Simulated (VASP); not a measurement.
# Cr in VASP: single point with PBE

Aim: the single point of Cr with PBE.

Everything below comes from runs of VASP 6.6.1. Logs are shortened: lines on timing, memory, paths and dates and some standing lists are left out, and cuts for length are marked.

## Step 1: The cell of the first run

The typed cell holds 2 atoms: a = 2.489 Å, b = 2.489 Å, c = 4.078 Å, α = 90.00°, β = 90.00°, γ = 110.01°.

## Step 2: Single point, PBE, collinear spin, ferromagnetic start

File INCAR:

```
PREC     = Accurate       # precision mode
ENCUT    = 520            # plane-wave cutoff, eV
EDIFF    = 1E-6           # SCF threshold, eV
ISMEAR   = -1             # smearing method
SIGMA    = 0.05           # smearing width, eV
LREAL    = False          # projectors in reciprocal space
LASPH    = True           # aspherical terms in the spheres
NELM     = 150            # most SCF steps
ALGO     = Fast           # electronic algorithm
ISIF     = 2              # what is computed and relaxed
LWAVE    = False          # write WAVECAR
LCHARG   = False          # write CHGCAR
ISPIN    = 2              # spin polarisation
MAGMOM   = 3 3            # initial moments
LORBIT   = 11             # projections on sites
LMAXMIX  = 4              # l up to which the mixer works
GGA      = PE             # functional
NBANDS   = 23             # bands
```

File KPOINTS:

```
Automatic mesh
0
Gamma
  8 8 5
```

File POSCAR:

```
Cr
1.0
   -1.4419500000      1.4419500000      1.4275305000
    1.4419500000     -1.4419500000      1.4275305000
    2.8839000000      2.8839000000      0.0000000000
Cr
2
Direct
    0.0000282460      0.0000345432      0.9999991768
    0.4999717540      0.4999654568      0.5000008232
```

Potentials or basis: VASP PAW PBE potentials, release 64 (Cr_pv).

Started as:

```
cat potpaw_PBE.64/Cr_pv/POTCAR > POTCAR
mpirun -np 1 vasp_std > vasp.out
```

OUTCAR:

```text
PREC = Accurate
   ENCUT = 520
   EDIFF = 1E-6
   ISMEAR = -1
   LREAL = False
   LASPH = True
   NELM = 150
   ISIF = 2
   ISPIN = 2
   LORBIT = 11
   GGA = PE

 ion  position               nearest neighbor table
   1  0.000  0.000  1.000-   2 2.49   2 2.49   2 2.49   2 2.49   2 2.88   2 2.88   2 2.88   2 2.88

   2  0.500  0.500  0.500-   1 2.49   1 2.49   1 2.49   1 2.49   1 2.88   1 2.88   1 2.88   1 2.88

  LATTYP: Found a base centered orthorhombic cell.
 ALAT       =     2.8550610000
 B/A-ratio  =     1.4284985479
 C/A-ratio  =     1.4284985479

  Lattice vectors:

 A1 = (  -1.4419500000,   1.4419500000,   1.4275305000)
 A2 = (   1.4419500000,  -1.4419500000,   1.4275305000)
 A3 = (   2.8839000000,   2.8839000000,   0.0000000000)

Analysis of symmetry for initial positions (statically):
=====================================================================
 Subroutine PRICEL returns:
 Original cell was already a primitive cell.

 Routine SETGRP: Setting up the symmetry group for a
 base centered orthorhombic supercell.

 Subroutine GETGRP returns: Found  4 space group operations
 (whereof  2 operations were pure point group operations)
 out of a pool of  8 trial point group operations.

The static configuration has the point symmetry C_1h.
 The point group associated with its full space group is C_2h.

Analysis of symmetry for dynamics (positions and initial velocities):
=====================================================================
 Subroutine PRICEL returns:
 Original cell was already a primitive cell.

 Routine SETGRP: Setting up the symmetry group for a
 base centered orthorhombic supercell.

 Subroutine GETGRP returns: Found  4 space group operations
 (whereof  2 operations were pure point group operations)
 out of a pool of  8 trial point group operations.

The dynamic configuration has the point symmetry C_1h.
 The point group associated with its full space group is C_2h.

Analysis of structural, dynamic, and magnetic symmetry:
=====================================================================
 Subroutine PRICEL returns:
 Original cell was already a primitive cell.

 Routine SETGRP: Setting up the symmetry group for a
 base centered orthorhombic supercell.

 Subroutine GETGRP returns: Found  4 space group operations
 (whereof  2 operations were pure point group operations)
 out of a pool of  8 trial point group operations.

The overall configuration has the point symmetry C_1h.
 The point group associated with its full space group is C_2h.

 Subroutine INISYM returns: Found  4 space group operations
 (whereof  2 operations are pure point group operations),
 and found     1 'primitive' translations

----------------------------------------------------------------------------------------

                                     Primitive cell

  volume of cell :      23.7452

  direct lattice vectors                    reciprocal lattice vectors
    -1.441950000  1.441950000  1.427530500    -0.173376331  0.173376331  0.350255213
     1.441950000 -1.441950000  1.427530500     0.173376331 -0.173376331  0.350255213
     2.883900000  2.883900000  0.000000000     0.173376331  0.173376331  0.000000000

  length of vectors
     2.489233403  2.489233403  4.078450493     0.427548148  0.427548148  0.245191158

  position of ions in fractional coordinates (direct lattice)
     0.000028246  0.000034543  0.999999177
     0.499971754  0.499965457  0.500000823

  ion indices of the primitive-cell ions
   primitive index   ion index
                 1           1
                 2           2

----------------------------------------------------------------------------------------

 KPOINTS: Automatic mesh

Automatic generation of k-mesh.
 Grid dimensions read from file:
 generate k-points for:    8    8    5

 Generating k-lattice:

  Cartesian coordinates                     Fractional coordinates (reciprocal lattice)
    -0.021672041  0.021672041  0.043781902     0.125000000  0.000000000  0.000000000
     0.021672041 -0.021672041  0.043781902     0.000000000  0.125000000  0.000000000
     0.034675266  0.034675266  0.000000000     0.000000000  0.000000000  0.200000000

  Length of vectors
     0.053443518  0.053443518  0.049038232

  Shift w.r.t. Gamma in fractional coordinates (k-lattice)
     0.000000000  0.000000000  0.000000000

 Subroutine IBZKPT returns following result:
 ===========================================

 Found    102 irreducible k-points:

 Following reciprocal coordinates:
            Coordinates               Weight
  0.000000  0.000000  0.000000      1.000000
  0.125000 -0.000000  0.000000      2.000000
 -0.000000  0.125000  0.000000      2.000000
  0.250000 -0.000000  0.000000      2.000000
 -0.000000  0.250000  0.000000      2.000000
  0.375000 -0.000000  0.000000      2.000000
[... 16 lines left out ...]
  0.375000  0.250000  0.000000      2.000000
  0.250000  0.375000  0.000000      2.000000
 [... further k-points ...]
   k-points           NKPTS =    102   k-points in BZ     NKDIM =    102   number of bands    NBANDS=     23
   number of dos      NEDOS =    301   number of ions     NIONS =      2
   total plane-waves  NPLWV =  12000
   dimension x,y,z NGX =    20 NGY =   20 NGZ =   30
   dimension x,y,z NGXF=    40 NGYF=   40 NGZF=   60
   ions per type =               2
   NGX,Y,Z   is equivalent  to a cutoff of  13.36, 13.36, 12.23 a.u.
   NGXF,Y,Z  is equivalent  to a cutoff of  26.71, 26.71, 24.46 a.u.
 SYSTEM =  unknown system
   PREC   = accura    normal or accurate (medium, high low for compatibility)
   ISTART =      0    job   : 0-new  1-cont  2-samecut
   ICHARG =      2    charge: 1-file 2-atom 10-const
   ISPIN  =      2    spin polarized calculation?
   LNONCOLLINEAR =      F non collinear calculations
   LSORBIT =      F    spin-orbit coupling
   LASPH  =      T    aspherical Exc in radial PAW
   ENCUT  =  520.0 eV  38.22 Ry    6.18 a.u.   4.63  4.63  7.58*2*pi/ulx,y,z
   NELM   =    150;   NELMIN=  2; NELMDL= -5     # of ELM steps
   EDIFF  = 0.1E-05   stopping-criterion for ELM
   LREAL  =      F    real-space projection
   EDIFFG = 0.1E-04   stopping-criterion for IOM
   NSW    =      0    number of steps for IOM
   IBRION =     -1    ionic relax: 0-MD 1-quasi-New 2-CG
   NFREE  =      0    steps in history (QN), initial steepest desc. (CG)
   ISIF   =      2    stress and relaxation
   ISYM   =      2    0-nonsym 1-usesym 2-fastsym
   POTIM  = 0.5000    time-step for ionic-motion
   TEBEG  =    0.0;   TEEND  =   0.0 temperature during run
   PSTRESS=    0.0 pullay stress
   NELECT =      24.0000    total number of electrons
   NUPDOWN=      -1.0000    fix difference up-down
   EMIN   =  10.00;   EMAX   =-10.00  energy-range for DOS
   EFERMI =   0.00;   METHOD = LEGACY
   ISMEAR =    -1;   SIGMA  =   0.05  broadening in eV -4-tet -1-fermi 0-gaus
   EFERMI_NEDOS =   21; number of points for ismear=-14 and -15
   IALGO  =     68    algorithm
   IMIX   =      4    mixing-type and parameters
     AMIX     =   0.40;   BMIX     =  1.00
     AMIX_MAG =   1.60;   BMIX_MAG =  1.00
  volume/ion in A,a.u.               =      11.87        80.12
  Fermi-wavevector in a.u.,A,eV,Ry     =   1.642933  3.104694 36.725260  2.699230
  Thomas-Fermi vector in A             =   2.733153
   LORBIT       =     11    0 simple, 1 ext, 2 COOP (PROOUT), +10 PAW based schemes
   GGA     = PE    functional components
   LHFCALC =     F    Hartree Fock is set to
   AEXX    =    0.0000 exact exchange contribution
   IVDW    =     0    specifies the selected vdW correction
   LEPSILON=     F    determine dielectric tensor
   LRPA    =     F    only Hartree local field effects (RPA)
 spin polarized calculation
 RMM-DIIS sequential band-by-band and
  energy-cutoff  :      520.00
  volume of cell :       23.75
 maximum number of plane-waves:       649
   NGX =  9   NGY =  9   NGZ = 15

 number of electron      23.9999990 magnetization      -0.0002521

 number of electron      23.9999990 magnetization       0.0000644

 Free energy of the ion-electron system (eV)
  ---------------------------------------------------
  ext. energy  EPLUGINS =         0.00000000
  ---------------------------------------------------
  free energy    TOTEN  =       -19.02257293 eV

  energy without entropy =      -19.01473138  energy(sigma->0) =      -19.01865216

 E-fermi :  10.5227     XC(G=0): -13.5174

 val. band max:       10.4759431193   @ k =  -0.1250   0.1250   0.4000
 cond. band min:      10.5318990884   @ k =   0.2500   0.2500   0.2000
 fundamental gap:      0.0559559691
 Fermi energy:        10.5226559201

 spin component 1

 k-point     1 :       0.0000    0.0000    0.0000
  band No.  band energies     occupation
      1     -33.0510      1.00000
      2     -32.4592      1.00000
      3     -32.2123      1.00000
      4     -32.1982      1.00000
      5     -32.1854      1.00000
      6     -32.1845      1.00000
[... 15 lines left out ...]
     22      27.5920      0.00000
     23      31.5070      0.00000
[... 575 lines left out ...]
      1     -32.7947      1.00000
      2     -32.7770      1.00000
      3     -32.6140      1.00000
      4     -32.5385      1.00000
      5     -32.5213      1.00000
      6     -32.4610      1.00000
[... 15 lines left out ...]
     22      23.0072      0.00000
     23      24.2283      0.00000

 [... further k-points ...]

 spin component 2

 k-point     1 :       0.0000    0.0000    0.0000
  band No.  band energies     occupation
      1     -33.0509      1.00000
      2     -32.4591      1.00000
      3     -32.2122      1.00000
      4     -32.1981      1.00000
      5     -32.1853      1.00000
      6     -32.1845      1.00000
[... 15 lines left out ...]
     22      27.5919      0.00000
     23      31.5102      0.00000
[... 575 lines left out ...]
      1     -32.7946      1.00000
      2     -32.7769      1.00000
      3     -32.6139      1.00000
      4     -32.5384      1.00000
      5     -32.5212      1.00000
      6     -32.4609      1.00000
[... 15 lines left out ...]
     22      23.0072      0.00000
     23      24.2283      0.00000

 [... further k-points ...]
[... 5 lines left out ...]
  --------------------------------------------------------------------------------------
  -------------------------------------------------------------------------------------
  Total       -1.1721002     -1.1721002     -0.7518151     -0.1452429      0.0000005     -0.0000005
  in kB      -79.0859836    -79.0859836    -50.7277776     -9.8000846      0.0000336     -0.0000323
  external PRESSURE =     -69.6332482 kB  Pullay stress =       0.0000000 kB

 VOLUME and BASIS-vectors are now :
 -----------------------------------------------------------------------------
  energy-cutoff  :      520.00
  volume of cell :       23.75
      direct lattice vectors                 reciprocal lattice vectors
    -1.441950000  1.441950000  1.427530500    -0.173376331  0.173376331  0.350255213
     1.441950000 -1.441950000  1.427530500     0.173376331 -0.173376331  0.350255213
     2.883900000  2.883900000  0.000000000     0.173376331  0.173376331  0.000000000

 POSITION                                       TOTAL-FORCE (eV/Angst)
 -----------------------------------------------------------------------------------
      2.88391      2.88389      0.00009        -0.000134      0.000134     -0.000711
      1.44194      1.44196      1.42744         0.000134     -0.000134      0.000711
 -----------------------------------------------------------------------------------
    total drift:                               -0.001185     -0.001583      0.002555

  FREE ENERGIE OF THE ION-ELECTRON SYSTEM (eV)
  ---------------------------------------------------
  free  energy   TOTEN  =       -19.0225729317 eV

  energy  without entropy=      -19.0147313801  energy(sigma->0) =      -19.01865216

 total charge

# of ion       s       p       d       tot
------------------------------------------
    1        0.431   6.392   4.174  10.997
    2        0.431   6.392   4.174  10.997
--------------------------------------------------
tot          0.862  12.784   8.347  21.994

 magnetization (x)

# of ion       s       p       d       tot
------------------------------------------
    1        0.000  -0.000   0.000   0.000
    2        0.000  -0.000   0.000   0.000
--------------------------------------------------
tot          0.000  -0.000   0.000   0.000
```

It took 62 s on 1 thread of Intel Xeon Platinum 8488C (Sapphire Rapids), shared host; peak memory 0.19 GiB.

Results:

| Quantity | Value |
| --- | --- |
| Free energy | -19.0226 eV |
| Pressure | -7.0 GPa |
| Band gap on the k mesh | zero (filled and empty bands overlap) |
| Net moment | 0.00 μB per cell |
| Valence electrons inside the program's atomic spheres | Cr 11.00 |

Levels at points of the mesh, in eV from the Fermi level:
Spin up:
```
           k point  band 8  band 9  band 10  band 11  band 12  band 13  band 14  band 15  band 16  band 17
(0.00, 0.00, 0.00)   -4.24   -2.24    -0.88    -0.81    -0.79     1.05     1.09     1.11     1.19     1.45
(0.50, 0.00, 0.00)   -3.19   -2.27    -2.27    -1.53    -1.53     0.93     0.93     1.66     1.67     4.40
(0.00, 0.50, 0.00)   -3.19   -2.27    -2.27    -1.53    -1.53     0.93     0.93     1.66     1.67     4.40
(0.50, 0.50, 0.00)   -4.10   -4.08    -2.26     1.06     1.08     1.45     2.38     2.40     2.41     2.77
```
Spin down:
```csv
k point,band 8,band 9,band 10,band 11,band 12,band 13,band 14,band 15,band 16,band 17
"(0.00, 0.00, 0.00)",-4.24,-2.24,-0.88,-0.81,-0.79,1.05,1.09,1.11,1.19,1.45
"(0.50, 0.00, 0.00)",-3.19,-2.27,-2.27,-1.53,-1.53,0.93,0.93,1.67,1.67,4.40
"(0.00, 0.50, 0.00)",-3.19,-2.27,-2.27,-1.53,-1.53,0.93,0.93,1.67,1.67,4.40
"(0.50, 0.50, 0.00)",-4.10,-4.08,-2.26,1.06,1.08,1.45,2.38,2.40,2.41,2.77
```

Caveat: the starting moments collapsed, and a magnetic state may lie lower.
